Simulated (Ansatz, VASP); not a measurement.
Two plane-wave programs on Fe

```
CELL_PARAMETERS angstrom
-1.41757 1.41757 1.41757
1.41757 -1.41757 1.41757
1.41757 1.41757 -1.41757
ATOMIC_POSITIONS crystal
Fe 0.00000 0.00000 0.00000
```

Alike in both runs: task single point; functional r2SCAN; k mesh 26 × 26 × 26; occupations fermi-dirac, width 0.1 eV; no spin polarisation.

|  | VASP | Ansatz |
| --- | --- | --- |
| version | VASP 6.6.1 | Ansatz 0.2.0 |
| potentials or method | VASP PAW PBE potentials, release 64 (Fe), cutoff 520 eV | plane waves (500 eV) with PAW, scalar-relativistic |
| valence electrons in the cell | 8 | 16 |

|  | VASP | Ansatz | Ansatz less VASP |
| --- | --- | --- | --- |
| pressure (GPa) | -25.1 | -25.8 | -0.65 |

VASP's potentials were made for PBE, not for r2SCAN. The functional is the same, so the differences come from potentials, cutoffs and numerics. VASP's potentials hold 8 valence electrons a cell and Ansatz's 16, so a difference there can come from the potentials and not from the codes.
